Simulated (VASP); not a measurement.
Set up this calculation in VASP 6.6.1, as the native input.

```
Task                   : relaxation of cell and atoms
Functional             : PBE
Potentials or basis    : VASP PAW PBE potentials, release 64 (Mo_sv)
Cutoff                 : 600 eV
k mesh                 : 15 × 15 × 15
Occupations            : fermi-dirac, width 0.05 eV
Spin                   : no spin polarisation
Dipole correction      : no
Further INCAR settings : ALGO = Normal; EDIFF = 1e-07; IBRION = 2; EDIFFG = -0.005; NSW = 100; ISIF = 3
```

The structure of Mo lies in POSCAR:

```
Mo
1.0
   -1.5734150000      1.5734150000      1.5734150000
    1.5734150000     -1.5734150000      1.5734150000
    1.5734150000      1.5734150000     -1.5734150000
Mo
1
Direct
    0.0000000000      0.0000000000      0.0000000000
```

One way to write it, as run:

INCAR

```
SYSTEM = Mo
ALGO = Normal
EDIFF = 1E-7
EDIFFG = -0.005
ENCUT = 600
GGA = PE
IBRION = 2
ISIF = 3
ISMEAR = -1
LASPH = .True.
LCHARG = .False.
LREAL = .False.
LWAVE = .False.
NELM = 100
NSW = 100
PREC = Accurate
SIGMA = 0.05
```

KPOINTS

```
k-points
0
Gamma
  15 15 15
  0 0 0
```

Potentials or basis: VASP PAW PBE potentials, release 64 (Mo_sv).

Command:

```sh
$ cat potpaw_PBE.64/Mo_sv/POTCAR > POTCAR
$ mpirun -np 1 vasp_std > vasp.out
```

Results of the run:

```
Relaxed volume                         : 15.83 Å³/atom
Relaxed cell                           : a = 2.739 Å, b = 2.739 Å, c = 2.739 Å, α = 109.47°, β = 109.47°, γ = 109.47°
Space group after relaxing (to 0.05 Å) : Im-3m (No. 229)
Energy gained by relaxing              : 3.2 meV/atom
Ionic steps                            : 4
Pressure after relaxing                : 0.0 GPa
Band gap on the k mesh                 : zero (band 7 reaches 16.02 eV, above the bottom of band 8 at 11.05 eV)
```

Wall time 37 s on 1 thread of Intel Xeon 6975P-C, with other jobs on the host, peak memory 0.16 GiB.
